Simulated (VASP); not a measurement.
# KTaO3 (Pm-3m) in VASP: further runs

KTaO3 is run at these levels: r2SCAN+D4, r2SCAN, LDA, PBE+D4; tasks: single point, relaxation of cell and atoms.

Everything below comes from runs of VASP 6.6.1. Logs are shortened: lines on timing, memory, paths and dates and some standing lists are left out, and cuts for length are marked.

### Step 1. The cell of the first run

Symmetry: Pm-3m, No. 221, cubic system. The conventional cell has a = 3.985 Å, b = 3.985 Å, c = 3.985 Å, α = 90.00°, β = 90.00°, γ = 90.00°. K (site symmetry m-3m) has 12 O at 2.82 Å and 8 Ta at 3.45 Å within 3.7 Å. Within 2.6 Å of Ta (site symmetry m-3m) lie 6 O at 1.99 Å. O (site symmetry 4/mmm) has 2 Ta at 1.99 Å within 2.6 Å.

### Step 2. Single point, r2SCAN+D4

The input, POSCAR:

```
KTaO3
1.0
    3.9854293552      0.0000000000      0.0000000000
    0.0000000000      3.9854293552      0.0000000000
    0.0000000000      0.0000000000      3.9854293552
K Ta O
1 1 3
Direct
    0.5000000000      0.5000000000      0.5000000000
    0.0000000000      0.0000000000      0.0000000000
    0.5000000000      0.0000000000      0.0000000000
    0.0000000000      0.5000000000      0.0000000000
    0.0000000000      0.0000000000      0.5000000000
```

The input, INCAR.step1:

```
  PREC = Accurate
  ENCUT = 520
  ISMEAR = 0
  SIGMA = 0.01
  LREAL = F
  LASPH = T
  NELM = 60
  NBANDS = 27
  GGA = PE
  ALGO = Normal
  EDIFF = 1E-4
  LWAVE = T
  LCHARG = F
```

The input, INCAR.step2:

```
  PREC = Accurate
  ENCUT = 520
  EDIFF = 1E-6
  ISMEAR = 0
  SIGMA = 0.01
  LREAL = F
  LASPH = T
  NELM = 60
  ALGO = Normal
  ISIF = 2
  LWAVE = F
  LCHARG = F
  METAGGA = R2SCAN
  LMIXTAU = T
  IVDW = 13
  VDW_S6 = 1.0
  VDW_S8 = 0.6018749
  VDW_A1 = 0.51559235
  VDW_A2 = 5.77342911
  NBANDS = 27
  ISTART = 1
```

The input, KPOINTS:

```
regular mesh
0
Gamma
  4 4 4
```

Potentials or basis: VASP PAW PBE potentials, release 64 (K_sv, Ta_pv, O).

On the command line:

```
$ cat potpaw_PBE.64/K_sv/POTCAR potpaw_PBE.64/Ta_pv/POTCAR potpaw_PBE.64/O/POTCAR > POTCAR
$ cp INCAR.step1 INCAR
$ mpirun -np 1 vasp_std > vasp.out
$ cp INCAR.step2 INCAR
$ mpirun -np 1 vasp_std > vasp.out
```

OUTCAR:

```text
PREC = Accurate
   ENCUT = 520
   EDIFF = 1E-6
   ISMEAR = 0
   LREAL = F
   LASPH = T
   NELM = 60
   ISIF = 2
   METAGGA = R2SCAN
   IVDW = 13
   ISTART = 1

 ion  position               nearest neighbor table
   1  0.500  0.500  0.500-   3 2.82   4 2.82   5 2.82   3 2.82   4 2.82   3 2.82   5 2.82   3 2.82
                             4 2.82   5 2.82   4 2.82   5 2.82   2 3.45   2 3.45   2 3.45   2 3.45
   2  0.000  0.000  0.000-   3 1.99   4 1.99   5 1.99   5 1.99   4 1.99   3 1.99   1 3.45   1 3.45
                             1 3.45   1 3.45   1 3.45   1 3.45   1 3.45   1 3.45
   3  0.500  0.000  0.000-   2 1.99   2 1.99   1 2.82   1 2.82   1 2.82   1 2.82
   4  0.000  0.500  0.000-   2 1.99   2 1.99   1 2.82   1 2.82   1 2.82   1 2.82
   5  0.000  0.000  0.500-   2 1.99   2 1.99   1 2.82   1 2.82   1 2.82   1 2.82

  LATTYP: Found a simple cubic cell.
 ALAT       =     3.9854293552

  Lattice vectors:

 A1 = (   3.9854293552,   0.0000000000,   0.0000000000)
 A2 = (   0.0000000000,   3.9854293552,   0.0000000000)
 A3 = (   0.0000000000,   0.0000000000,   3.9854293552)

Analysis of symmetry for initial positions (statically):
=====================================================================
 Subroutine PRICEL returns:
 Original cell was already a primitive cell.

 Routine SETGRP: Setting up the symmetry group for a
 simple cubic supercell.

 Subroutine GETGRP returns: Found 48 space group operations
 (whereof 48 operations were pure point group operations)
 out of a pool of 48 trial point group operations.

The static configuration has the point symmetry O_h .

Analysis of symmetry for dynamics (positions and initial velocities):
=====================================================================
 Subroutine PRICEL returns:
 Original cell was already a primitive cell.

 Routine SETGRP: Setting up the symmetry group for a
 simple cubic supercell.

 Subroutine GETGRP returns: Found 48 space group operations
 (whereof 48 operations were pure point group operations)
 out of a pool of 48 trial point group operations.

The dynamic configuration has the point symmetry O_h .

 Subroutine INISYM returns: Found 48 space group operations
 (whereof 48 operations are pure point group operations),
 and found     1 'primitive' translations

----------------------------------------------------------------------------------------

                                     Primitive cell

  volume of cell :      63.3032

  direct lattice vectors                    reciprocal lattice vectors
     3.985429355  0.000000000  0.000000000     0.250913995  0.000000000  0.000000000
     0.000000000  3.985429355  0.000000000     0.000000000  0.250913995  0.000000000
     0.000000000  0.000000000  3.985429355     0.000000000  0.000000000  0.250913995

  length of vectors
     3.985429355  3.985429355  3.985429355     0.250913995  0.250913995  0.250913995

  position of ions in fractional coordinates (direct lattice)
     0.500000000  0.500000000  0.500000000
     0.000000000  0.000000000  0.000000000
     0.500000000  0.000000000  0.000000000
     0.000000000  0.500000000  0.000000000
     0.000000000  0.000000000  0.500000000

  ion indices of the primitive-cell ions
   primitive index   ion index
                 1           1
                 2           2
                 3           3
                 4           4
                 5           5

----------------------------------------------------------------------------------------

 KPOINTS: regular mesh

Automatic generation of k-mesh.
 Grid dimensions read from file:
 generate k-points for:    4    4    4

 Generating k-lattice:

  Cartesian coordinates                     Fractional coordinates (reciprocal lattice)
     0.062728499  0.000000000  0.000000000     0.250000000  0.000000000  0.000000000
     0.000000000  0.062728499  0.000000000     0.000000000  0.250000000  0.000000000
     0.000000000  0.000000000  0.062728499     0.000000000  0.000000000  0.250000000

  Length of vectors
     0.062728499  0.062728499  0.062728499

  Shift w.r.t. Gamma in fractional coordinates (k-lattice)
     0.000000000  0.000000000  0.000000000

 Subroutine IBZKPT returns following result:
 ===========================================

 Found     10 irreducible k-points:

 Following reciprocal coordinates:
            Coordinates               Weight
  0.000000  0.000000  0.000000      1.000000
  0.250000  0.000000  0.000000      6.000000
  0.500000  0.000000  0.000000      3.000000
  0.250000  0.250000  0.000000     12.000000
  0.500000  0.250000  0.000000     12.000000
  0.500000  0.500000  0.000000      3.000000
  0.250000  0.250000  0.250000      8.000000
  0.500000  0.250000  0.250000     12.000000
  0.500000  0.500000  0.250000      6.000000
  0.500000  0.500000  0.500000      1.000000
   k-points           NKPTS =     10   k-points in BZ     NKDIM =     10   number of bands    NBANDS=     27
   number of dos      NEDOS =    301   number of ions     NIONS =      5
   total plane-waves  NPLWV =  27000
   dimension x,y,z NGX =    30 NGY =   30 NGZ =   30
   dimension x,y,z NGXF=    60 NGYF=   60 NGZF=   60
   ions per type =               1   1   3
   NGX,Y,Z   is equivalent  to a cutoff of  12.51, 12.51, 12.51 a.u.
   NGXF,Y,Z  is equivalent  to a cutoff of  25.03, 25.03, 25.03 a.u.
 SYSTEM =  unknown system
   PREC   = accura    normal or accurate (medium, high low for compatibility)
   ISTART =      1    job   : 0-new  1-cont  2-samecut
   ICHARG =      0    charge: 1-file 2-atom 10-const
   ISPIN  =      1    spin polarized calculation?
   LNONCOLLINEAR =      F non collinear calculations
   LSORBIT =      F    spin-orbit coupling
   LASPH  =      T    aspherical Exc in radial PAW
   ENCUT  =  520.0 eV  38.22 Ry    6.18 a.u.   7.41  7.41  7.41*2*pi/ulx,y,z
   NELM   =     60;   NELMIN=  2; NELMDL=  0     # of ELM steps
   EDIFF  = 0.1E-05   stopping-criterion for ELM
   LREAL  =      F    real-space projection
   EDIFFG = 0.1E-04   stopping-criterion for IOM
   NSW    =      0    number of steps for IOM
   IBRION =     -1    ionic relax: 0-MD 1-quasi-New 2-CG
   NFREE  =      0    steps in history (QN), initial steepest desc. (CG)
   ISIF   =      2    stress and relaxation
   ISYM   =      2    0-nonsym 1-usesym 2-fastsym
   POTIM  = 0.5000    time-step for ionic-motion
   TEBEG  =    0.0;   TEEND  =   0.0 temperature during run
   PSTRESS=    0.0 pullay stress
   NELECT =      38.0000    total number of electrons
   NUPDOWN=      -1.0000    fix difference up-down
   EMIN   =  10.00;   EMAX   =-10.00  energy-range for DOS
   EFERMI =   0.00;   METHOD = LEGACY
   ISMEAR =     0;   SIGMA  =   0.01  broadening in eV -4-tet -1-fermi 0-gaus
   EFERMI_NEDOS =   21; number of points for ismear=-14 and -15
   IALGO  =     38    algorithm
   IMIX   =      4    mixing-type and parameters
     AMIX     =   0.40;   BMIX     =  1.00
     AMIX_MAG =   1.60;   BMIX_MAG =  1.00
  volume/ion in A,a.u.               =      12.66        85.44
  Fermi-wavevector in a.u.,A,eV,Ry     =   1.381002  2.609715 25.948569  1.907166
  Thomas-Fermi vector in A             =   2.505827
   LORBIT       =      0    0 simple, 1 ext, 2 COOP (PROOUT), +10 PAW based schemes
   METAGGA = R2SCAN    functional components
   LHFCALC =     F    Hartree Fock is set to
   AEXX    =    0.0000 exact exchange contribution
   IVDW    =    13    specifies the selected vdW correction
   LEPSILON=     F    determine dielectric tensor
   LRPA    =     F    only Hartree local field effects (RPA)
 non-spin polarized calculation
 Gauss-broadening in eV      SIGMA  =   0.01
  energy-cutoff  :      520.00
  volume of cell :       63.30
 maximum number of plane-waves:      1743
 NGX is ok and might be reduce to    30
   NGX = 15   NGY = 15   NGZ = 15

 number of electron      37.9999976 magnetization

 Free energy of the ion-electron system (eV)
  ---------------------------------------------------
  ext. energy  EPLUGINS =         0.00000000
  ---------------------------------------------------
  free energy    TOTEN  =       -87.13753480 eV

  energy without entropy =      -87.13753480  energy(sigma->0) =      -87.13753480

 E-fermi :   1.5686     XC(G=0): -11.5697

 val. band max:        1.4403508434   @ k =   0.5000   0.5000   0.5000
 cond. band min:       4.0282894160   @ k =   0.0000   0.0000   0.0000
 fundamental gap:      2.5879385726
 Fermi energy:         1.5686390457

 k-point     1 :       0.0000    0.0000    0.0000
  band No.  band energies     occupation
      1     -33.8514      2.00000
      2     -33.8514      2.00000
      3     -33.8514      2.00000
      4     -27.0111      2.00000
      5     -17.1210      2.00000
      6     -16.4519      2.00000
[... 19 lines left out ...]
     26      10.0692      0.00000
     27      10.0692      0.00000

 k-point     2 :       0.2500    0.0000    0.0000
  band No.  band energies     occupation
      1     -33.9026      2.00000
      2     -33.8496      2.00000
      3     -33.8496      2.00000
      4     -26.9972      2.00000
      5     -17.0208      2.00000
      6     -16.4408      2.00000
[... 19 lines left out ...]
     26      10.7949      0.00000
     27      11.1412      0.00000

 k-point     3 :       0.5000    0.0000    0.0000
  band No.  band energies     occupation
      1     -33.9530      2.00000
      2     -33.8479      2.00000
      3     -33.8478      2.00000
      4     -26.9834      2.00000
      5     -17.0188      2.00000
      6     -16.4295      2.00000
[... 174 lines left out ...]
      1     -33.9463      2.00000
      2     -33.9463      2.00000
      3     -33.8948      2.00000
      4     -26.9619      2.00000
      5     -16.1242      2.00000
      6     -15.5266      2.00000
[... 19 lines left out ...]
     26      12.6845      0.00000
     27      13.2024      0.00000

 k-point    10 :       0.5000    0.5000    0.5000
  band No.  band energies     occupation
      1     -33.9443      2.00000
      2     -33.9443      2.00000
      3     -33.9443      2.00000
      4     -26.9544      2.00000
      5     -15.4882      2.00000
      6     -15.4882      2.00000
[... 19 lines left out ...]
     26      12.5131      0.00000
     27      13.3155      0.00000

------------------------ aborting loop because EDIFF is reached ----------------------------------------

  DFT-D4 for vdW energy calculation

  Edisp (eV):   -0.30211

  FORCE on cell =-STRESS in cart. coord.  units (eV):
  Direction    XX          YY          ZZ          XY          YZ          ZX
  --------------------------------------------------------------------------------------
  -------------------------------------------------------------------------------------
  Total       0.37355     0.37355     0.37355     0.00000     0.00000     0.00000
  in kB       9.45432     9.45432     9.45432     0.00000     0.00000     0.00000
  external pressure =        9.45 kB  Pullay stress =        0.00 kB

 VOLUME and BASIS-vectors are now :
 -----------------------------------------------------------------------------
  energy-cutoff  :      520.00
  volume of cell :       63.30
      direct lattice vectors                 reciprocal lattice vectors
     3.985429355  0.000000000  0.000000000     0.250913995  0.000000000  0.000000000
     0.000000000  3.985429355  0.000000000     0.000000000  0.250913995  0.000000000
     0.000000000  0.000000000  3.985429355     0.000000000  0.000000000  0.250913995

 POSITION                                       TOTAL-FORCE (eV/Angst)
 -----------------------------------------------------------------------------------
      1.99271      1.99271      1.99271         0.000000      0.000000      0.000000
      0.00000      0.00000      0.00000         0.000000      0.000000      0.000000
      1.99271      0.00000      0.00000         0.000000      0.000000      0.000000
      0.00000      1.99271      0.00000         0.000000      0.000000      0.000000
      0.00000      0.00000      1.99271         0.000000      0.000000      0.000000
 -----------------------------------------------------------------------------------
    total drift:                                0.000000     -0.000000      0.000000

  FREE ENERGIE OF THE ION-ELECTRON SYSTEM (eV)
  ---------------------------------------------------
  free  energy   TOTEN  =       -87.4396425879 eV

  energy  without entropy=      -87.4396425879  energy(sigma->0) =      -87.43964259
```

Run time: 64 s. Hardware: 1 thread of Intel Xeon 6975P-C, shared host; peak memory 0.18 GiB.

Results:

```yaml
Free_energy: -87.4396 eV
Pressure: 0.9 GPa
Band_gap_on_the_k_mesh: 2.59 eV, indirect (least direct gap 3.24 eV)
Dispersion_energy_per_atom: -0.060 eV
```

Levels at points of the mesh, in eV from the valence-band top:
```tsv
k point	band 17	band 18	band 19	band 20	band 21	band 22
(0.00, 0.00, 0.00)	-0.65	-0.65	-0.65	2.59	2.59	2.59
(0.50, 0.00, 0.00)	-1.55	-0.89	-0.89	2.74	5.44	5.44
(0.50, 0.50, 0.00)	-1.47	-1.47	-0.04	5.48	5.48	6.79
(0.50, 0.50, 0.50)	0.00	0.00	0.00	6.93	6.93	6.93
```

Caveat: the PAW data sets were made with another functional, which shifts forces and pressure a little; spin-orbit coupling is left out, which moves the levels of the heavy elements. A k mesh can miss the band edges.

(Continued in part 2 of 2.)
